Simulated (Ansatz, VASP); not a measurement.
## Two plane-wave programs on Li2F

```xyz
6
Lattice="-1.7181 1.7181 5.9737 1.7181 -1.7181 5.9737 1.7181 1.7181 -5.9737" Properties=species:S:1:pos:R:3 pbc="T T T"
Li    0.0000    0.0000    4.9761
Li    1.7181    0.0000    1.9892
Li    1.7181    0.0000    3.9844
Li    0.0000    0.0000    6.9713
F     0.0000    0.0000    0.0000
F     0.0000    1.7181    2.9868
```

Alike in both runs: task relaxation of cell and atoms; functional PBE; k mesh 8 × 8 × 8; occupations gaussian, width 0.1 eV; no spin polarisation.

|  | VASP | Ansatz |
| --- | --- | --- |
| version | VASP 6.6.1 | Ansatz 0.2.0 |
| potentials or method | VASP PAW PBE potentials, release 64 (Li_sv, F), cutoff 600 eV | scalar-relativistic, plane waves, PAW |
| valence electrons in the cell | 26 | 26 |

VASP gave:

```
gap on the k mesh at the Fermi level, each at its own relaxed structure (eV)  : none
relaxed volume (Å³/atom)                                                      : 9.60
relaxed length of the cell vector where the two differ most in proportion (Å) : 8.817
```

Question: Estimate Ansatz's values.

Answer: gap on the k mesh at the Fermi level, each at its own relaxed structure (eV): none; relaxed volume (Å³/atom): 11.74; relaxed length of the cell vector where the two differ most in proportion (Å): 10.485.

A gap of «none» marks a metal or a gap that the smearing closes. One of these differences is far larger than is usual between the two programs; its cause wasn't traced.

Noted on VASP's run: the cutoff is under 1.25 times that of the potentials, so the pressure is a little rough; the volume moved by over 15 % at a fixed basis, so the end points are rough.
